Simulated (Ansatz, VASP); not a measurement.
## Two plane-wave programs on H6C2O

```
C O H
1.0
     7.29363    0.00000    0.00000
     0.00000    7.29363    0.00000
     0.00000    0.00000    7.29363
C O H
8 4 24
Cartesian
  4.8980 5.5114 3.0856
  3.4269 5.8221 3.2535
  5.8200 1.9862 4.7751
  4.3123 2.1136 4.8349
  7.4742 6.1027 6.8001
  5.9757 5.8612 6.7537
  1.7981 1.5304 1.7069
  0.8356 2.6764 1.4641
  2.6996 4.5766 3.2736
  3.9535 2.9119 5.9899
  5.6646 4.5612 7.2675
  -0.2259 2.2398 0.6209
  1.7562 4.7827 3.1929
  3.2423 6.3764 4.1947
  3.0791 6.4549 2.4156
  5.4831 6.4432 3.0747
  5.2587 4.8820 3.9098
  5.0742 4.9826 2.1393
  2.9866 3.0289 5.9959
  3.9244 2.6011 3.9288
  3.8443 1.1174 4.9311
  6.1075 1.4147 3.8802
  6.2921 2.9783 4.7022
  6.2199 1.4918 5.6686
  4.9582 4.1282 6.7356
  5.4630 6.6302 7.3611
  5.6073 5.9578 5.7195
  7.7006 7.1408 6.5248
  7.8522 5.9458 7.8193
  8.0100 5.4208 6.1232
  -0.7239 3.0556 0.3694
  0.4316 3.0320 2.4366
  1.3775 3.5267 1.0032
  2.6393 1.8674 2.3258
  1.2863 0.7017 2.2212
  2.2022 1.1530 0.7561
```

Alike in both runs: functional PBE; k mesh 1 × 1 × 1; occupations fermi-dirac, width 0.02 eV; no spin polarisation.

Ansatz relaxed the structure, and its values are those at the end. VASP's run is a single point on that final structure, the one shown.

|  | VASP | Ansatz |
| --- | --- | --- |
| version | VASP 6.6.1 | Ansatz 0.2.0 |
| potentials or method | VASP PAW PBE potentials, release 64 (C, O, H), cutoff 520 eV | scalar-relativistic, plane waves, PAW |
| valence electrons in the cell | 80 | 80 |

```csv
,VASP,Ansatz,Ansatz less VASP
gap on the k mesh at the Fermi level (eV),4.40,4.41,+0.012
rms of the force components (eV/Å),0.051,0.053,+0.0019
```

With one functional, cell and mesh, what is left measures potentials, basis and numerics. Ansatz's warnings: xc potential rough in thin density.
